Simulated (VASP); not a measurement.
Runs of VASP 6.6.1 on KCl (Sylvite). The structure is that of space group Fm-3m (No. 225), or close to it. The cells are those of the table. 

| level | cell | smearing | gap on the mesh (eV) | pressure (GPa) |
| --- | --- | --- | --- | --- |
| r2SCAN | a = 4.421, b = 4.421, c = 4.371 Å, angles 60.4, 60.4, 59.3°, 2 atoms | gaussian 0.01 eV | 5.93 | (c) |
| r2SCAN | a = 4.447, b = 4.505, c = 4.505 Å, angles 59.2, 60.4, 60.4°, 2 atoms | gaussian 0.01 eV | 5.74 | (b) |
| PBE | a = 4.421, b = 4.421, c = 4.371 Å, angles 60.4, 60.4, 59.3°, 2 atoms | fermi-dirac 0.02 eV | (a) | 1.5 |
| PBE | a = 4.447, b = 4.505, c = 4.505 Å, angles 59.2, 60.4, 60.4°, 2 atoms | fermi-dirac 0.02 eV | 5.10 | 0.4 |

Alike in all rows: task single point; potentials or basis VASP PAW PBE potentials, release 64 (K_sv, Cl); no spin polarisation; k mesh 8 × 8 × 8; cutoff (eV) 520.

Question: Estimate the missing entries.

Answer: (a) 5.29; (b) -0.4; (c) 0.7.

Caveats: the PAW data sets were made with another functional, which shifts forces and pressure a little (some runs).

A k mesh can miss the band edges.
